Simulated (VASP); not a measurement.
## Be: single point with r2SCAN0

The system is Be.

```
Be
1.0
    14.00000    0.00000    0.00000
     0.00000   14.40000    0.00000
     0.00000    0.00000   14.80000
Be
1
Direct
  0.50000 0.50000 0.50000
```

```yaml
Program: VASP 6.6.1
Task: single point
Functional: r2SCAN0
Potentials_or_basis: VASP PAW PBE potentials, release 64 (Be)
Cutoff: 520 eV
k_mesh: 1 × 1 × 1
Occupations: fermi-dirac, width 0.01 eV
Spin: collinear spin, zero start
Starting_moments: "[0.01] μB"
```

- Pressure: 0.0 GPa
- Band gap on the k mesh: 5.50 eV
- Net moment: 0.00 μB per cell
- Valence electrons inside the program's atomic spheres: Be 0.67

Levels at points of the mesh, in eV from the valence-band top:
Spin up:
```csv
k point,band 1,band 2,band 3,band 4,band 5
"(0.00, 0.00, 0.00)",0.00,5.50,5.50,5.50,6.67
```
Spin down:
| k point | band 1 | band 2 | band 3 | band 4 | band 5 | band 6 |
| --- | --- | --- | --- | --- | --- | --- |
| (0.00, 0.00, 0.00) | 0.00 | 5.50 | 5.50 | 5.50 | 6.67 | 7.31 |

It took 31 min on 1 thread of AMD EPYC 7R43 64-Core Processor (Zen 3), on a shared host, peak memory 3.4 GiB.

Caveat: the PAW data sets were made with another functional, which shifts forces and pressure a little.
